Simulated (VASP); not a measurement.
# SnO (Pmn2_1) in VASP: single point with LDA

Aim: the single point of SnO with LDA.

All numbers are computed with VASP 6.6.1; they aren't measurements. Logs are shortened: lines on timing, memory, paths and dates and some standing lists are left out, and cuts for length are marked.

### Step 1. The cell of the first run

The structure is orthorhombic, space group Pmn2_1 (No. 31). The conventional cell has a = 3.355 Å, b = 5.674 Å, c = 4.222 Å, α = 90.00°, β = 90.00°, γ = 90.00°. Sn (site symmetry m) has 3 O at 2.15 to 2.16 Å within 2.8 Å. O (site symmetry m) has 3 Sn at 2.15 to 2.16 Å within 2.8 Å.

### Step 2. Single point, LDA

INCAR

```
PREC = Accurate ; ENCUT = 1340
EDIFF = 1E-6 ; ISMEAR = 0
SIGMA = 0.01 ; LREAL = F
LASPH = T ; NELM = 120
ALGO = Normal ; ISIF = 2
LWAVE = F ; LCHARG = F
NBANDS = 28 ; GGA_COMPAT = F
```

KPOINTS

```
regular mesh
0
Gamma
  6 4 6
```

POSCAR

```
SnO
1.0
    3.3550050000      0.0000000000      0.0000000000
    0.0000000000      5.6741040000      0.0000000000
    0.0000000000      0.0000000000      4.2219700000
Sn O
2 2
Direct
    0.0000000000      0.2319090000      0.5131440000
    0.5000000000      0.7680910000      0.0131440000
    0.0000000000      0.8912500000      0.7368570000
    0.5000000000      0.1087500000      0.2368570000
```

Potentials or basis: VASP PAW LDA potentials, release 64 (Sn_d, O_h).

Run with:

```bash
> cat potpaw_LDA.64/Sn_d/POTCAR potpaw_LDA.64/O_h/POTCAR > POTCAR
> mpirun -np 1 vasp_std > vasp.out
```

OUTCAR:

```text
PREC = Accurate
   ENCUT = 1340
   EDIFF = 1E-6
   ISMEAR = 0
   LREAL = F
   LASPH = T
   NELM = 120
   ISIF = 2

 ion  position               nearest neighbor table
   1  0.000  0.232  0.513-   3 2.15   4 2.16   4 2.16
   2  0.500  0.768  0.013-   4 2.15   3 2.16   3 2.16
   3  0.000  0.891  0.737-   1 2.15   2 2.16   2 2.16
   4  0.500  0.109  0.237-   2 2.15   1 2.16   1 2.16

  LATTYP: Found a simple orthorhombic cell.
 ALAT       =     3.3550050000
 B/A-ratio  =     1.2584094510
 C/A-ratio  =     1.6912356315

  Lattice vectors:

 A1 = (  -3.3550050000,   0.0000000000,   0.0000000000)
 A2 = (   0.0000000000,   0.0000000000,   4.2219700000)
 A3 = (   0.0000000000,   5.6741040000,   0.0000000000)

Analysis of symmetry for initial positions (statically):
=====================================================================
 Subroutine PRICEL returns:
 Original cell was already a primitive cell.

 Routine SETGRP: Setting up the symmetry group for a
 simple orthorhombic supercell.

 Subroutine GETGRP returns: Found  4 space group operations
 (whereof  2 operations were pure point group operations)
 out of a pool of  8 trial point group operations.

The static configuration has the point symmetry C_1h.
 The point group associated with its full space group is C_2v.

Analysis of symmetry for dynamics (positions and initial velocities):
=====================================================================
 Subroutine PRICEL returns:
 Original cell was already a primitive cell.

 Routine SETGRP: Setting up the symmetry group for a
 simple orthorhombic supercell.

 Subroutine GETGRP returns: Found  4 space group operations
 (whereof  2 operations were pure point group operations)
 out of a pool of  8 trial point group operations.

The dynamic configuration has the point symmetry C_1h.
 The point group associated with its full space group is C_2v.

 Subroutine INISYM returns: Found  4 space group operations
 (whereof  2 operations are pure point group operations),
 and found     1 'primitive' translations

----------------------------------------------------------------------------------------

                                     Primitive cell

  volume of cell :      80.3722

  direct lattice vectors                    reciprocal lattice vectors
     3.355005000  0.000000000  0.000000000     0.298062149  0.000000000  0.000000000
     0.000000000  5.674104000  0.000000000     0.000000000  0.176239279  0.000000000
     0.000000000  0.000000000  4.221970000     0.000000000  0.000000000  0.236856254

  length of vectors
     3.355005000  5.674104000  4.221970000     0.298062149  0.176239279  0.236856254

  position of ions in fractional coordinates (direct lattice)
     0.000000000  0.231909000  0.513144000
     0.500000000  0.768091000  0.013144000
     0.000000000  0.891250000  0.736857000
     0.500000000  0.108750000  0.236857000

  ion indices of the primitive-cell ions
   primitive index   ion index
                 1           1
                 2           2
                 3           3
                 4           4

----------------------------------------------------------------------------------------

 KPOINTS: regular mesh

Automatic generation of k-mesh.
 Grid dimensions read from file:
 generate k-points for:    6    4    6

 Generating k-lattice:

  Cartesian coordinates                     Fractional coordinates (reciprocal lattice)
     0.049677025  0.000000000  0.000000000     0.166666667  0.000000000  0.000000000
     0.000000000  0.044059820  0.000000000     0.000000000  0.250000000  0.000000000
     0.000000000  0.000000000  0.039476042     0.000000000  0.000000000  0.166666667

  Length of vectors
     0.049677025  0.044059820  0.039476042

  Shift w.r.t. Gamma in fractional coordinates (k-lattice)
     0.000000000  0.000000000  0.000000000

 Subroutine IBZKPT returns following result:
 ===========================================

 Found     48 irreducible k-points:

 Following reciprocal coordinates:
            Coordinates               Weight
  0.000000  0.000000  0.000000      1.000000
  0.166667  0.000000  0.000000      2.000000
  0.333333  0.000000  0.000000      2.000000
  0.500000  0.000000  0.000000      1.000000
  0.000000  0.250000  0.000000      2.000000
  0.166667  0.250000  0.000000      4.000000
[... 16 lines left out ...]
  0.333333  0.500000  0.166667      4.000000
  0.500000  0.500000  0.166667      2.000000
 [... further k-points ...]
   k-points           NKPTS =     48   k-points in BZ     NKDIM =     48   number of bands    NBANDS=     28
   number of dos      NEDOS =    301   number of ions     NIONS =      4
   total plane-waves  NPLWV = 140000
   dimension x,y,z NGX =    40 NGY =   70 NGZ =   50
   dimension x,y,z NGXF=    80 NGYF=  140 NGZF=  100
   ions per type =               2   2
   NGX,Y,Z   is equivalent  to a cutoff of  19.82, 20.51, 19.69 a.u.
   NGXF,Y,Z  is equivalent  to a cutoff of  39.64, 41.02, 39.38 a.u.
 SYSTEM =  unknown system
   PREC   = accura    normal or accurate (medium, high low for compatibility)
   ISTART =      0    job   : 0-new  1-cont  2-samecut
   ICHARG =      2    charge: 1-file 2-atom 10-const
   ISPIN  =      1    spin polarized calculation?
   LNONCOLLINEAR =      F non collinear calculations
   LSORBIT =      F    spin-orbit coupling
   LASPH  =      T    aspherical Exc in radial PAW
   ENCUT  = 1340.0 eV  98.49 Ry    9.92 a.u.  10.01 16.94 12.60*2*pi/ulx,y,z
   NELM   =    120;   NELMIN=  2; NELMDL= -5     # of ELM steps
   EDIFF  = 0.1E-05   stopping-criterion for ELM
   LREAL  =      F    real-space projection
   EDIFFG = 0.1E-04   stopping-criterion for IOM
   NSW    =      0    number of steps for IOM
   IBRION =     -1    ionic relax: 0-MD 1-quasi-New 2-CG
   NFREE  =      0    steps in history (QN), initial steepest desc. (CG)
   ISIF   =      2    stress and relaxation
   ISYM   =      2    0-nonsym 1-usesym 2-fastsym
   POTIM  = 0.5000    time-step for ionic-motion
   TEBEG  =    0.0;   TEEND  =   0.0 temperature during run
   PSTRESS=    0.0 pullay stress
   NELECT =      40.0000    total number of electrons
   NUPDOWN=      -1.0000    fix difference up-down
   EMIN   =  10.00;   EMAX   =-10.00  energy-range for DOS
   EFERMI =   0.00;   METHOD = LEGACY
   ISMEAR =     0;   SIGMA  =   0.01  broadening in eV -4-tet -1-fermi 0-gaus
   EFERMI_NEDOS =   21; number of points for ismear=-14 and -15
   IALGO  =     38    algorithm
   IMIX   =      4    mixing-type and parameters
     AMIX     =   0.40;   BMIX     =  1.00
     AMIX_MAG =   1.60;   BMIX_MAG =  1.00
  volume/ion in A,a.u.               =      20.09       135.59
  Fermi-wavevector in a.u.,A,eV,Ry     =   1.297357  2.451650 22.900458  1.683136
  Thomas-Fermi vector in A             =   2.428755
   LORBIT       =      0    0 simple, 1 ext, 2 COOP (PROOUT), +10 PAW based schemes
   GGA     = CA    functional components
   LHFCALC =     F    Hartree Fock is set to
   AEXX    =    0.0000 exact exchange contribution
   IVDW    =     0    specifies the selected vdW correction
   LEPSILON=     F    determine dielectric tensor
   LRPA    =     F    only Hartree local field effects (RPA)
 non-spin polarized calculation
 Gauss-broadening in eV      SIGMA  =   0.01
  energy-cutoff  :     1340.00
  volume of cell :       80.37
 maximum number of plane-waves:      8988
   NGX = 21   NGY = 33   NGZ = 25

 number of electron      40.0000001 magnetization

 Free energy of the ion-electron system (eV)
  ---------------------------------------------------
  ext. energy  EPLUGINS =         0.00000000
  ---------------------------------------------------
  free energy    TOTEN  =       -25.20302378 eV

  energy without entropy =      -25.20302378  energy(sigma->0) =      -25.20302378

 E-fermi :   4.8240     XC(G=0):  -9.9680

 val. band max:        4.7174371304   @ k =   0.0000   0.0000   0.0000
 cond. band min:       6.3183480047   @ k =   0.3333   0.5000   0.0000
 fundamental gap:      1.6009108743
 Fermi energy:         4.8239543061

 k-point     1 :       0.0000    0.0000    0.0000
  band No.  band energies     occupation
      1     -16.3569      2.00000
      2     -16.0508      2.00000
      3     -15.9650      2.00000
      4     -15.9407      2.00000
      5     -15.9139      2.00000
      6     -15.8808      2.00000
[... 20 lines left out ...]
     27      13.3641      0.00000
     28      13.9354      0.00000

 k-point     2 :       0.1667    0.0000    0.0000
  band No.  band energies     occupation
      1     -16.3452      2.00000
      2     -16.0491      2.00000
      3     -15.9821      2.00000
      4     -15.9482      2.00000
      5     -15.9263      2.00000
      6     -15.8817      2.00000
[... 20 lines left out ...]
     27      13.2913      0.00000
     28      14.1038      0.00000

 k-point     3 :       0.3333    0.0000    0.0000
  band No.  band energies     occupation
      1     -16.3381      2.00000
      2     -16.2015      2.00000
      3     -15.9364      2.00000
      4     -15.9240      2.00000
      5     -15.9072      2.00000
      6     -15.8886      2.00000
[... 20 lines left out ...]
     27      12.8195      0.00000
     28      14.3458      0.00000

 k-point     4 :       0.5000    0.0000    0.0000
  band No.  band energies     occupation
      1     -16.3106      2.00000
      2     -16.3106      2.00000
      3     -15.9253      2.00000
      4     -15.9253      2.00000
      5     -15.8911      2.00000
      6     -15.8911      2.00000
[... 20 lines left out ...]
     27      13.9614      0.00000
     28      13.9614      0.00000

 k-point     5 :       0.0000    0.2500    0.0000
  band No.  band energies     occupation
      1     -16.3529      2.00000
      2     -16.0530      2.00000
      3     -15.9616      2.00000
      4     -15.9392      2.00000
      5     -15.9153      2.00000
      6     -15.8847      2.00000
[... 20 lines left out ...]
     27      13.6358      0.00000
     28      14.1580      0.00000

 k-point     6 :       0.1667    0.2500    0.0000
  band No.  band energies     occupation
      1     -16.3432      2.00000
      2     -16.0489      2.00000
      3     -15.9846      2.00000
      4     -15.9466      2.00000
      5     -15.9244      2.00000
      6     -15.8839      2.00000
[... 463 lines left out ...]
      5     -15.9209      2.00000
      6     -15.9027      2.00000
[... 20 lines left out ...]
     27      13.8379      0.00000
     28      14.5973      0.00000

 k-point    22 :       0.1667    0.5000    0.1667
  band No.  band energies     occupation
      1     -16.3288      2.00000
      2     -16.0816      2.00000
      3     -15.9780      2.00000
      4     -15.9438      2.00000
      5     -15.9238      2.00000
      6     -15.8949      2.00000
[... 20 lines left out ...]
     27      14.0417      0.00000
     28      15.0285      0.00000

 k-point    23 :       0.3333    0.5000    0.1667
  band No.  band energies     occupation
      1     -16.3364      2.00000
      2     -16.2183      2.00000
      3     -15.9340      2.00000
      4     -15.9333      2.00000
      5     -15.9001      2.00000
      6     -15.8900      2.00000
[... 20 lines left out ...]
     27      13.8890      0.00000
     28      14.4020      0.00000

 k-point    24 :       0.5000    0.5000    0.1667
  band No.  band energies     occupation
      1     -16.3196      2.00000
      2     -16.3196      2.00000
      3     -15.9294      2.00000
      4     -15.9294      2.00000
      5     -15.8847      2.00000
      6     -15.8847      2.00000
[... 20 lines left out ...]
     27      13.8204      0.00000
     28      13.8204      0.00000

 [... further k-points ...]

------------------------ aborting loop because EDIFF is reached ----------------------------------------

  FORCE on cell =-STRESS in cart. coord.  units (eV):
  Direction    XX          YY          ZZ          XY          YZ          ZX
  --------------------------------------------------------------------------------------
  -------------------------------------------------------------------------------------
  Total       -3.1207258     -2.4689693     -2.3393923      0.0000000      0.0000000      0.0000000
  in kB      -62.2100546    -49.2176263    -46.6345767      0.0000000      0.0000000      0.0000000
  external PRESSURE =     -52.6874192 kB  Pullay stress =       0.0000000 kB

 VOLUME and BASIS-vectors are now :
 -----------------------------------------------------------------------------
  energy-cutoff  :     1340.00
  volume of cell :       80.37
      direct lattice vectors                 reciprocal lattice vectors
     3.355005000  0.000000000  0.000000000     0.298062149  0.000000000  0.000000000
     0.000000000  5.674104000  0.000000000     0.000000000  0.176239279  0.000000000
     0.000000000  0.000000000  4.221970000     0.000000000  0.000000000  0.236856254

 POSITION                                       TOTAL-FORCE (eV/Angst)
 -----------------------------------------------------------------------------------
      0.00000      1.31588      2.16648         0.000000     -0.627936     -0.192289
      1.67750      4.35823      0.05549         0.000000      0.627936     -0.192289
      0.00000      5.05705      3.11099         0.000000      0.175518      0.192289
      1.67750      0.61706      1.00000         0.000000     -0.175518      0.192289
 -----------------------------------------------------------------------------------
    total drift:                               -0.000000      0.000000      0.000185

  FREE ENERGIE OF THE ION-ELECTRON SYSTEM (eV)
  ---------------------------------------------------
  free  energy   TOTEN  =       -25.2030237807 eV

  energy  without entropy=      -25.2030237807  energy(sigma->0) =      -25.20302378
```

It took 5.8 min on 1 thread of Intel Xeon Platinum 8124M at 3.00GHz (Skylake/Cascade Lake), shared host; peak memory 0.54 GiB.

What came out:

```yaml
Free_energy: -25.2030 eV
Pressure: -5.3 GPa
Largest_force: 0.657 eV/Å
Band_gap_on_the_k_mesh: 1.60 eV (least direct gap 2.35 eV)
```

Forces on the atoms (eV/Å):
```
Sn   0.000 -0.628 -0.192
Sn   0.000  0.628 -0.192
O    0.000  0.176  0.192
O    0.000 -0.176  0.192
```

Levels at points of the mesh, in eV from the valence-band top:
| k point | band 16 | band 17 | band 18 | band 19 | band 20 | band 21 | band 22 | band 23 | band 24 | band 25 |
| --- | --- | --- | --- | --- | --- | --- | --- | --- | --- | --- |
| (0.00, 0.00, 0.00) | -3.82 | -3.49 | -2.62 | -2.03 | 0.00 | 2.59 | 3.12 | 5.81 | 5.81 | 7.93 |
| (0.50, 0.00, 0.00) | -4.47 | -2.56 | -2.56 | -1.25 | -1.25 | 2.54 | 2.54 | 5.46 | 5.46 | 6.48 |
| (0.00, 0.50, 0.00) | -4.06 | -3.78 | -2.65 | -1.58 | -1.35 | 3.25 | 3.86 | 4.81 | 4.92 | 6.81 |
| (0.50, 0.50, 0.00) | -4.32 | -2.64 | -2.64 | -0.90 | -0.90 | 1.85 | 1.85 | 6.19 | 6.19 | 7.07 |
| (0.00, 0.00, 0.50) | -3.41 | -3.19 | -3.19 | -1.65 | -1.65 | 2.60 | 2.60 | 5.16 | 5.16 | 7.86 |
| (0.50, 0.00, 0.50) | -4.07 | -3.14 | -3.14 | -1.07 | -1.07 | 2.08 | 2.08 | 4.53 | 4.53 | 6.78 |
| (0.00, 0.50, 0.50) | -3.18 | -2.91 | -2.91 | -1.50 | -1.50 | 1.88 | 1.88 | 5.87 | 5.87 | 7.75 |
| (0.50, 0.50, 0.50) | -4.21 | -3.42 | -3.42 | -0.43 | -0.43 | 2.41 | 2.41 | 4.09 | 4.09 | 6.03 |

Caveat: the cell stands under tension; spin-orbit coupling is left out, which moves the levels of the heavy elements. A k mesh can miss the band edges.
